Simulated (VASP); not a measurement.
Here is a VASP 6.6.1 calculation.

File INCAR:

```
PREC = Accurate
ENCUT = 520
EDIFF = 1E-6
ISMEAR = 0
SIGMA = 0.15
LREAL = F
LASPH = T
NELM = 80
ALGO = Normal
ISIF = 2
LWAVE = F
LCHARG = T
GGA = PS
LELF = T
LVHAR = T
NBANDS = 16
```

File KPOINTS:

```
Automatic mesh
0
Gamma
  16 16 16
```

File POSCAR:

```
Si2Ni
1.0
    0.0000000000      2.8219986272      2.8219986272
    2.6957048548      0.1262937724      2.6957048548
    2.6957048548      2.6957048548      0.1262937724
Si Ni
2 1
Direct
    0.2500000000      0.2500000000      0.2500000000
    0.7500000000      0.7500000000      0.7500000000
    0.0000000000      0.0000000000      0.0000000000
```

Potentials or basis: VASP PAW PBE potentials, release 64 (Si, Ni).

Launch:

```sh
$ cat potpaw_PBE.64/Si/POTCAR potpaw_PBE.64/Ni/POTCAR > POTCAR
$ mpirun -np 1 vasp_std > vasp.out
```

Problem. Predict the pressure.

Solution. 1.7 GPa.

Problem. Estimate the band gap on the k mesh.

Solution. Zero (bands 9 and 10 overlap by 2.29 eV).

Stress tensor (GPa, compression positive):
```
  0.42   0.00   0.00
  0.00   2.28 -10.96
  0.00 -10.96   2.28
```

Caveat: the cell differs from its parent crystal (strain +0.0937 x Voigt [0, 0, 0, 1, 0, 0]); the PAW data sets were made with another functional, which shifts forces and pressure a little. Spin polarisation is off, so any magnetic state and its effect on volume and gap are missing.
